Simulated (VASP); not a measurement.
# Hf5H in VASP: notebook

Hf5H is run at these levels: PBE+D3(BJ); tasks: single point.

Everything below comes from runs of VASP 6.6.1. Logs are shortened: lines on timing, memory, paths and dates and some standing lists are left out, and cuts for length are marked.

### Step 1. The cell of the first run

The cell holds a slab with vacuum, 6 atoms: a = 4.956 Å, b = 4.956 Å, c = 21.133 Å, α = 90.00°, β = 90.00°, γ = 120.00°.

### Step 2. Single point, PBE+D3(BJ)

Input file INCAR:

```
PREC = Accurate
ENCUT = 520
EDIFF = 1E-6
ISMEAR = 0
SIGMA = 0.1
LREAL = False
LASPH = True
NELM = 60
ALGO = Normal
ISIF = 2
LWAVE = False
LCHARG = True
LDIPOL = True
IDIPOL = 3
DIPOL = 0.5 0.5 0.319
GGA = PE
IVDW = 12
LELF = True
LVHAR = True
LVACPOTAV = True
NBANDS = 34
```

Input file KPOINTS:

```
Automatic mesh
0
Gamma
  6 6 1
```

Input file POSCAR:

```
Hf5H
1.0
    4.9564149667      0.0000000000      0.0000000000
   -2.4782074834      4.2923812729      0.0000000000
    0.0000000000      0.0000000000     21.1328376004
Hf H
5 1
Direct
    0.6666666667      0.3333333333      0.1892788879
    0.3333333333      0.6666666667      0.2371533849
    0.0000000000      0.0000000000      0.2763383880
    0.6666666667      0.3333333333      0.3164267596
    0.3333333333      0.6666666667      0.3706476976
    1.0000000000      0.8888888889      0.5268027802
```

Potentials or basis: VASP PAW PBE potentials, release 64 (Hf_pv, H).

The run is started by

```sh
$ cat potpaw_PBE.64/Hf_pv/POTCAR potpaw_PBE.64/H/POTCAR > POTCAR
$ mpirun -np 1 vasp_std > vasp.out
```

OUTCAR:

```text
PREC = Accurate
   ENCUT = 520
   EDIFF = 1E-6
   ISMEAR = 0
   LREAL = False
   LASPH = True
   NELM = 60
   ISIF = 2
   GGA = PE
   IVDW = 12
 IVDW          = 12

 ion  position               nearest neighbor table
   1  0.667  0.333  0.189-   4 2.69   2 3.04   2 3.04   2 3.04   3 3.40   3 3.40   3 3.40
   2  0.333  0.667  0.237-   5 2.82   3 2.98   3 2.98   3 2.98   1 3.04   1 3.04   1 3.04   4 3.32
                             4 3.32   4 3.32
   3  0.000  0.000  0.276-   2 2.98   2 2.98   2 2.98   4 2.98   4 2.98   4 2.98   1 3.40   1 3.40
                             1 3.40   5 3.49   5 3.49   5 3.49
   4  0.667  0.333  0.316-   1 2.69   3 2.98   3 2.98   3 2.98   5 3.08   5 3.08   5 3.08   2 3.32
                             2 3.32   2 3.32
   5  0.333  0.667  0.371-   2 2.82   4 3.08   4 3.08   4 3.08   3 3.49   3 3.49   3 3.49
   6  0.000  0.889  0.527-

  LATTYP: Found a hexagonal cell.
 ALAT       =     4.9564149667
 C/A-ratio  =     4.2637345223

  Lattice vectors:

 A1 = (   4.9564149667,   0.0000000000,   0.0000000000)
 A2 = (  -2.4782074834,   4.2923812729,   0.0000000000)
 A3 = (   0.0000000000,   0.0000000000,  21.1328376004)

Analysis of symmetry for initial positions (statically):
=====================================================================
 Subroutine PRICEL returns:
 Original cell was already a primitive cell.

 Routine SETGRP: Setting up the symmetry group for a
 hexagonal supercell.

 Subroutine GETGRP returns: Found  1 space group operations
 (whereof  1 operations were pure point group operations)
 out of a pool of 24 trial point group operations.

The static configuration has the point symmetry C_1 .

Analysis of symmetry for dynamics (positions and initial velocities):
=====================================================================
 Subroutine PRICEL returns:
 Original cell was already a primitive cell.

 Routine SETGRP: Setting up the symmetry group for a
 hexagonal supercell.

 Subroutine GETGRP returns: Found  1 space group operations
 (whereof  1 operations were pure point group operations)
 out of a pool of 24 trial point group operations.

The dynamic configuration has the point symmetry C_1 .

 Subroutine INISYM returns: Found  1 space group operations
 (whereof  1 operations are pure point group operations),
 and found     1 'primitive' translations

----------------------------------------------------------------------------------------

                                     Primitive cell

  volume of cell :     449.5974

  direct lattice vectors                    reciprocal lattice vectors
     4.956414967  0.000000000  0.000000000     0.201758732  0.116485458  0.000000000
    -2.478207483  4.292381273  0.000000000     0.000000000  0.232970917  0.000000000
     0.000000000  0.000000000 21.132837600     0.000000000  0.000000000  0.047319722

  length of vectors
     4.956414967  4.956414967 21.132837600     0.232970917  0.232970917  0.047319722

  position of ions in fractional coordinates (direct lattice)
     0.666666667  0.333333333  0.189278888
     0.333333333  0.666666667  0.237153385
     0.000000000  0.000000000  0.276338388
     0.666666667  0.333333333  0.316426760
     0.333333333  0.666666667  0.370647698
     0.000000000  0.888888889  0.526802780

  ion indices of the primitive-cell ions
   primitive index   ion index
                 1           1
                 2           2
                 3           3
                 4           4
                 5           5
                 6           6

----------------------------------------------------------------------------------------

 KPOINTS: Automatic mesh

Automatic generation of k-mesh.
 Grid dimensions read from file:
 generate k-points for:    6    6    1

 Generating k-lattice:

  Cartesian coordinates                     Fractional coordinates (reciprocal lattice)
     0.033626455  0.019414243  0.000000000     0.166666667  0.000000000  0.000000000
     0.000000000  0.038828486  0.000000000     0.000000000  0.166666667  0.000000000
     0.000000000  0.000000000  0.047319722     0.000000000  0.000000000  1.000000000

  Length of vectors
     0.038828486  0.038828486  0.047319722

  Shift w.r.t. Gamma in fractional coordinates (k-lattice)
     0.000000000  0.000000000  0.000000000

 Subroutine IBZKPT returns following result:
 ===========================================

 Found     20 irreducible k-points:

 Following reciprocal coordinates:
            Coordinates               Weight
  0.000000  0.000000  0.000000      1.000000
  0.166667  0.000000  0.000000      2.000000
  0.000000  0.166667  0.000000      2.000000
 -0.166667  0.166667  0.000000      2.000000
  0.333333  0.000000  0.000000      2.000000
  0.000000  0.333333  0.000000      2.000000
[... 12 lines left out ...]
  0.500000 -0.166667  0.000000      2.000000
  0.333333  0.333333  0.000000      2.000000
   k-points           NKPTS =     20   k-points in BZ     NKDIM =     20   number of bands    NBANDS=     34
   number of dos      NEDOS =    301   number of ions     NIONS =      6
   total plane-waves  NPLWV = 256000
   dimension x,y,z NGX =    40 NGY =   40 NGZ =  160
   dimension x,y,z NGXF=    80 NGYF=   80 NGZF=  320
   ions per type =               5   1
   NGX,Y,Z   is equivalent  to a cutoff of  13.42, 13.42, 12.59 a.u.
   NGXF,Y,Z  is equivalent  to a cutoff of  26.83, 26.83, 25.17 a.u.
 SYSTEM =  unknown system
   PREC   = accura    normal or accurate (medium, high low for compatibility)
   ISTART =      0    job   : 0-new  1-cont  2-samecut
   ICHARG =      2    charge: 1-file 2-atom 10-const
   ISPIN  =      1    spin polarized calculation?
   LNONCOLLINEAR =      F non collinear calculations
   LSORBIT =      F    spin-orbit coupling
   LASPH  =      T    aspherical Exc in radial PAW
   ENCUT  =  520.0 eV  38.22 Ry    6.18 a.u.   9.22  9.22 39.29*2*pi/ulx,y,z
   NELM   =     60;   NELMIN=  2; NELMDL= -5     # of ELM steps
   EDIFF  = 0.1E-05   stopping-criterion for ELM
   LREAL  =      F    real-space projection
   EDIFFG = 0.1E-04   stopping-criterion for IOM
   NSW    =      0    number of steps for IOM
   IBRION =     -1    ionic relax: 0-MD 1-quasi-New 2-CG
   NFREE  =      0    steps in history (QN), initial steepest desc. (CG)
   ISIF   =      2    stress and relaxation
   ISYM   =      2    0-nonsym 1-usesym 2-fastsym
   POTIM  = 0.5000    time-step for ionic-motion
   TEBEG  =    0.0;   TEEND  =   0.0 temperature during run
   PSTRESS=    0.0 pullay stress
   NELECT =      51.0000    total number of electrons
   NUPDOWN=      -1.0000    fix difference up-down
   EMIN   =  10.00;   EMAX   =-10.00  energy-range for DOS
   EFERMI =   0.00;   METHOD = LEGACY
   ISMEAR =     0;   SIGMA  =   0.10  broadening in eV -4-tet -1-fermi 0-gaus
   EFERMI_NEDOS =   21; number of points for ismear=-14 and -15
   IALGO  =     38    algorithm
   IMIX   =      4    mixing-type and parameters
     AMIX     =   0.40;   BMIX     =  1.00
     AMIX_MAG =   1.60;   BMIX_MAG =  1.00
  volume/ion in A,a.u.               =      74.93       505.67
  Fermi-wavevector in a.u.,A,eV,Ry     =   0.792484  1.497577  8.544871  0.628030
  Thomas-Fermi vector in A             =   1.898231
   LORBIT       =      0    0 simple, 1 ext, 2 COOP (PROOUT), +10 PAW based schemes
   GGA     = PE    functional components
   LHFCALC =     F    Hartree Fock is set to
   AEXX    =    0.0000 exact exchange contribution
   IVDW    =    12    specifies the selected vdW correction
   LEPSILON=     F    determine dielectric tensor
   LRPA    =     F    only Hartree local field effects (RPA)
 non-spin polarized calculation
 Gauss-broadening in eV      SIGMA  =   0.10
  energy-cutoff  :      520.00
  volume of cell :      449.60
 maximum number of plane-waves:     12126
 NGX is ok and might be reduce to    40
   NGX = 19   NGY = 19   NGZ = 79

 dipolmoment           0.000000      0.000000     -0.336201 electrons x Angstroem

 number of electron      51.0000004 magnetization

 dipolmoment           0.000000      0.000000      0.371358 electrons x Angstroem

 Free energy of the ion-electron system (eV)
  ---------------------------------------------------
  ext. energy  EPLUGINS =         0.00000000
  ---------------------------------------------------
  free energy    TOTEN  =       -44.44458388 eV

  energy without entropy =      -44.36911166  energy(sigma->0) =      -44.40684777

 E-fermi :  -2.2536     XC(G=0):  -4.1119

 val. band max:       -2.2576631176   @ k =   0.1667   0.3333   0.0000
 cond. band min:      -2.2514815624   @ k =  -0.1667   0.5000   0.0000
 fundamental gap:      0.0061815552
 Fermi energy:        -2.2536255627

 k-point     1 :       0.0000    0.0000    0.0000
  band No.  band energies     occupation
      1     -33.6813      2.00000
      2     -33.6211      2.00000
      3     -33.6194      2.00000
      4     -33.5184      2.00000
      5     -33.2863      2.00000
      6     -33.2839      2.00000
[... 26 lines left out ...]
     33       0.4352      0.00000
     34       0.4357      0.00000

 k-point     2 :       0.1667    0.0000    0.0000
  band No.  band energies     occupation
      1     -33.6849      2.00000
      2     -33.6239      2.00000
      3     -33.6231      2.00000
      4     -33.5217      2.00000
      5     -33.2972      2.00000
      6     -33.2867      2.00000
[... 26 lines left out ...]
     33       0.0155      0.00000
     34       0.2622      0.00000

 k-point     3 :       0.0000    0.1667    0.0000
  band No.  band energies     occupation
      1     -33.6848      2.00000
      2     -33.6249      2.00000
      3     -33.6222      2.00000
      4     -33.5217      2.00000
      5     -33.2956      2.00000
      6     -33.2884      2.00000
[... 26 lines left out ...]
     33       0.0224      0.00000
     34       0.2617      0.00000
[... 556 lines left out ...]
 k-point    19 :       0.5000   -0.1667    0.0000
  band No.  band energies     occupation
      1     -33.6969      2.00000
      2     -33.6357      2.00000
      3     -33.6240      2.00000
      4     -33.5365      2.00000
      5     -33.3209      2.00000
      6     -33.2757      2.00000
[... 26 lines left out ...]
     33      -0.4725      0.00000
     34      -0.3076      0.00000

 k-point    20 :       0.3333    0.3333    0.0000
  band No.  band energies     occupation
      1     -33.6989      2.00000
      2     -33.6361      2.00000
      3     -33.6223      2.00000
      4     -33.5420      2.00000
      5     -33.3182      2.00000
      6     -33.2703      2.00000
[... 26 lines left out ...]
     33      -0.6040      0.00000
     34      -0.5113      0.00000

------------------------ aborting loop because EDIFF is reached ----------------------------------------

 Edisp (eV)   -1.19908

 E8    (eV) :    -0.6671

  FORCE on cell =-STRESS in cart. coord.  units (eV):
  Direction    XX          YY          ZZ          XY          YZ          ZX
  --------------------------------------------------------------------------------------
  -------------------------------------------------------------------------------------
  Total      -4.30461    -4.09599    -0.99625     0.03590    -0.23191     0.19017
  in kB     -15.33982   -14.59639    -3.55022     0.12793    -0.82642     0.67768
  external pressure =      -11.16 kB  Pullay stress =        0.00 kB

 VOLUME and BASIS-vectors are now :
 -----------------------------------------------------------------------------
  energy-cutoff  :      520.00
  volume of cell :      449.60
      direct lattice vectors                 reciprocal lattice vectors
     4.956414967  0.000000000  0.000000000     0.201758732  0.116485458  0.000000000
    -2.478207483  4.292381273  0.000000000     0.000000000  0.232970917  0.000000000
     0.000000000  0.000000000 21.132837600     0.000000000  0.000000000  0.047319722

 POSITION                                       TOTAL-FORCE (eV/Angst)
 -----------------------------------------------------------------------------------
      2.47821      1.43079      4.00000        -0.010226      0.011463     -0.940526
     -0.00000      2.86159      5.01172        -0.005729      0.001658      1.034308
      0.00000      0.00000      5.83981         0.011182     -0.007599      0.017278
      2.47821      1.43079      6.68700         0.024636     -0.016736     -0.139520
     -0.00000      2.86159      7.83284        -0.075934      0.077088      0.565757
     -2.20285      3.81545     11.13284         0.056072     -0.065873     -0.537298
 -----------------------------------------------------------------------------------
    total drift:                               -0.000003      0.000013      0.002000

  FREE ENERGIE OF THE ION-ELECTRON SYSTEM (eV)
  ---------------------------------------------------
  free  energy   TOTEN  =       -45.6436617169 eV

  energy  without entropy=      -45.5681894941  energy(sigma->0) =      -45.60592561

 vacuum level on the upper side and lower side of the slab         4.185         1.024
```

It took 17 min on 1 thread of Intel Xeon Platinum 8259CL at 2.50GHz (Skylake/Cascade Lake), shared host; peak memory 0.71 GiB.

What came out:

```yaml
Free_energy: -45.6437 eV
Largest_force: 1.034 eV/Å
Band_gap_on_the_k_mesh: zero (an odd number of electrons rules out a gap without spin polarisation)
Dispersion_energy_per_atom: -0.200 eV
```

Forces on the atoms (eV/Å):
```
Hf  -0.010  0.011 -0.941
Hf  -0.006  0.002  1.034
Hf   0.011 -0.008  0.017
Hf   0.025 -0.017 -0.140
Hf  -0.076  0.077  0.566
H    0.056 -0.066 -0.537
```

Caveat: spin-orbit coupling is left out, which moves the levels of the heavy elements.

### Step 3. Single point, PBE+D3(BJ)

Input file INCAR:

```
SYSTEM = Hf5H
  PREC = Accurate
  ENCUT = 520
  EDIFF = 1E-6
  ISMEAR = 0
  SIGMA = 0.1
  LREAL = .False.
  LASPH = .True.
  NELM = 100
  ALGO = Normal
  ISIF = 2
  LWAVE = .False.
  LCHARG = .True.
  LDIPOL = .True.
  IDIPOL = 3
  DIPOL = 0.5 0.5 0.319
  GGA = PE
  IVDW = 12
  LELF = .True.
  LVHAR = .True.
  LVACPOTAV = .True.
  NBANDS = 34
```

Input file KPOINTS:

```
regular mesh
0
Gamma
  6 6 1
  0 0 0
```

Changes to POSCAR since step 2:

```diff
@@ -13,2 +13,2 @@
     0.3333333333      0.6666666667      0.3706476976
-    1.0000000000      0.8888888889      0.5268027802
+    1.2222222222      0.8888888889      0.5268027802
```

Potentials or basis: VASP PAW PBE potentials, release 64 (Hf_pv, H).

The run is started by

```sh
$ cat potpaw_PBE.64/Hf_pv/POTCAR potpaw_PBE.64/H/POTCAR > POTCAR
$ mpirun -np 1 vasp_std > vasp.out
```

It took 15 min on 1 thread of Intel Xeon Platinum 8259CL at 2.50GHz (Skylake/Cascade Lake), shared host; peak memory 0.7 GiB.

The run converged. Its results:

```yaml
Free_energy: -45.7957 eV
Largest_force: 1.023 eV/Å
Band_gap_on_the_k_mesh: zero (an odd number of electrons rules out a gap without spin polarisation)
Dispersion_energy_per_atom: -0.200 eV
```

Forces in eV/Å, atoms in the order of the input:
```
Hf  -0.032  0.024 -0.946
Hf  -0.007  0.016  1.023
Hf   0.031 -0.023  0.020
Hf   0.066 -0.071 -0.118
Hf  -0.239  0.173  0.795
H    0.180 -0.118 -0.774
```

Levels at points of the mesh, in eV from the Fermi level:
| k point | band 24 | band 25 | band 26 | band 27 | band 28 | band 29 |
| --- | --- | --- | --- | --- | --- | --- |
| (0.00, 0.00, 0.00) | -0.31 | -0.29 | -0.26 | -0.04 | -0.03 | 0.21 |
| (0.50, 0.00, 0.00) | -0.18 | -0.06 | -0.03 | 0.00 | 0.10 | 0.20 |
| (0.00, 0.50, 0.00) | -0.20 | -0.11 | -0.03 | 0.00 | 0.10 | 0.26 |
| (0.50, 0.50, 0.00) | -0.25 | -0.18 | -0.03 | 0.07 | 0.10 | 0.39 |

Caveat: spin-orbit coupling is left out, which moves the levels of the heavy elements.

### Step 4. Single point, PBE+D3(BJ)

Input file INCAR:

```
PREC     = Accurate       # precision mode
ENCUT    = 520            # plane-wave cutoff, eV
EDIFF    = 1E-6           # SCF threshold, eV
ISMEAR   = 0              # smearing method
SIGMA    = 0.1            # smearing width, eV
LREAL    = F              # projectors in reciprocal space
LASPH    = T              # aspherical terms in the spheres
NELM     = 80             # most SCF steps
ALGO     = Normal         # electronic algorithm
ISIF     = 2              # what is computed and relaxed
LWAVE    = F              # write WAVECAR
LCHARG   = F              # write CHGCAR
LDIPOL   = T            
IDIPOL   = 3            
DIPOL    = 0.5 0.5 0.319
GGA      = PE             # functional
IVDW     = 12             # dispersion correction
NBANDS   = 34             # bands
```

Input file KPOINTS:

```
Automatic mesh
0
Gamma
  6 6 1
```

Changes to POSCAR since step 3:

```diff
@@ -13,2 +13,2 @@
     0.3333333333      0.6666666667      0.3706476976
-    1.2222222222      0.8888888889      0.5268027802
+    0.4444444444      1.1111111111      0.5268027802
```

The run is started by

```sh
$ cat potpaw_PBE.64/Hf_pv/POTCAR potpaw_PBE.64/H/POTCAR > POTCAR
$ mpirun -np 1 vasp_std > vasp.out
```

Run time: 18 min. Hardware: 1 thread of Intel Xeon Platinum 8259CL at 2.50GHz (Skylake/Cascade Lake), shared host; peak memory 0.7 GiB.

Results (log left out):

```yaml
Free_energy: -45.7687 eV
Largest_force: 1.014 eV/Å
Band_gap_on_the_k_mesh: zero (an odd number of electrons rules out a gap without spin polarisation)
Dispersion_energy_per_atom: -0.200 eV
```

Forces in eV/Å, atoms in the order of the input:
```
Hf  -0.009  0.014 -1.014
Hf   0.002  0.023  1.007
Hf   0.003 -0.016  0.005
Hf   0.005 -0.076  0.066
Hf  -0.066  0.123  0.664
H    0.065 -0.068 -0.727
```

Levels at points of the mesh, in eV from the Fermi level:
```
           k point  band 24  band 25  band 26  band 27  band 28  band 29
(0.00, 0.00, 0.00)    -0.30    -0.29    -0.26    -0.04    -0.03     0.20
(0.50, 0.00, 0.00)    -0.20    -0.11    -0.03     0.02     0.10     0.27
(0.00, 0.50, 0.00)    -0.26    -0.15    -0.03     0.01     0.10     0.39
(0.50, 0.50, 0.00)    -0.24    -0.17    -0.03     0.04     0.10     0.38
```

Caveat: spin-orbit coupling is left out, which moves the levels of the heavy elements.

[end of part 1 of 2]
